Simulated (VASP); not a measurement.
Co, 4 atoms in the cell. The structure is hexagonal, space group P6_3/mmc (No. 194). Conventional cell: a = 2.405 Å, b = 2.405 Å, c = 7.796 Å, α = 90.00°, β = 90.00°, γ = 120.00°. Within 3.2 Å of Co (site symmetry -3m) lie 12 Co at 2.39 to 2.41 Å. Co (site symmetry -6m2) has 12 Co at 2.39 to 2.41 Å within 3.2 Å. 

```yaml
Program: VASP 6.6.1
Task: single point
Functional: PBE
Potentials_or_basis: VASP PAW PBE potentials, release 64 (Co)
Cutoff: 520 eV
k_mesh: 18 × 18 × 6
Occupations: gaussian, width 0.1 eV
Spin: collinear spin, ferromagnetic start
Starting_moments: "[1.81, 1.83, 1.81, 1.83] μB"
Dipole_correction: no
Further_INCAR_settings: ALGO = Fast; EDIFF = 1e-07; NBANDS = 30
```

Potentials or basis: VASP PAW PBE potentials, release 64 (Co).

Command:

```bash
$ cat potpaw_PBE.64/Co/POTCAR > POTCAR
$ mpirun -np 1 vasp_std > vasp.out
```

Hardware: 1 thread of Intel Xeon 8259CL, on a shared host.

Q: Estimate the wall time of this run.

A: Run time: 12 min on 1 thread of Intel Xeon 8259CL, with other jobs on the host, peak memory 0.33 GiB. Counts: scf iterations 20, k points 148.
